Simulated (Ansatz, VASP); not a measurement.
## SnO: VASP beside Ansatz

```xyz
2
Lattice="0.0000 2.5198 2.5198 2.5198 0.0000 2.5198 2.5198 2.5198 0.0000" Properties=species:S:1:pos:R:3 pbc="T T T"
Sn    0.0000    0.0000    0.0000
O     2.5198    2.5198    2.5198
```

Alike in both runs: functional PBEsol; k mesh 10 × 10 × 10; occupations gaussian, width 0.02 eV; no spin polarisation.

Ansatz relaxed the structure, and its values are those at the end. VASP's run is a single point on that final structure, the one shown.

|  | VASP | Ansatz |
| --- | --- | --- |
| version | VASP 6.6.1 | Ansatz 0.2.0 |
| potentials or method | VASP PAW PBE potentials, release 64 (Sn_d, O), cutoff 520 eV | scalar-relativistic, plane waves, PAW |
| valence electrons in the cell | 20 | 20 |

```csv
,VASP,Ansatz,Ansatz less VASP
gap on the k mesh at the Fermi level (eV),0.56,0.56,+0.002
least direct gap on the mesh (eV),0.56,0.56,+0.002
pressure (GPa),0.0,0.0,+0.01
```

VASP's potentials were made for PBE, not for PBEsol. The functional is the same, so the differences come from potentials, cutoffs and numerics.
